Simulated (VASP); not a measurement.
Here is a VASP 6.6.1 calculation.

File INCAR:

```
  ALGO = Normal
  EDIFF = 1E-6
  ENCUT = 520
  GGA = PS
  ISIF = 2
  ISMEAR = 0
  LASPH = T
  LCHARG = F
  LREAL = F
  LWAVE = F
  NBANDS = 18
  NELM = 60
  PREC = Accurate
  SIGMA = 0.1
```

KPOINTS

```
k-points
0
Gamma
  10 10 8
```

POSCAR

```
Sb
1.0
    4.7145581790      0.0000000000     -0.0417001170
    0.0000000000      4.6702731960      0.0000000000
   -1.4336324642      0.0000000000      6.6403122046
Sb
4
Direct
    0.6669966886      0.7500000000      0.3138452023
    0.0571734617      0.2500000000      0.2398596292
    0.9366325086      0.7500000000      0.7595326350
    0.3391973412      0.2500000000      0.6867625335
```

Potentials or basis: VASP PAW PBE potentials, release 64 (Sb).

Launch:

```console
$ cat potpaw_PBE.64/Sb/POTCAR > POTCAR
$ mpirun -np 1 vasp_std > vasp.out
```

Question: What does it give for the pressure?

Answer: -6.4 GPa.

Question: Predict the band gap on the k mesh.

Answer: Zero (bands 10 and 11 overlap by 0.17 eV).

Stress tensor (GPa, compression positive):
```
-5.99  0.00  0.05
 0.00 -7.50  0.00
 0.05  0.00 -5.83
```

Caveat: the cell differs from its parent crystal (strained and its atoms moved); the cell stands under tension; the PAW data sets were made with another functional, which shifts forces and pressure a little; spin-orbit coupling is left out, which moves the levels of the heavy elements.
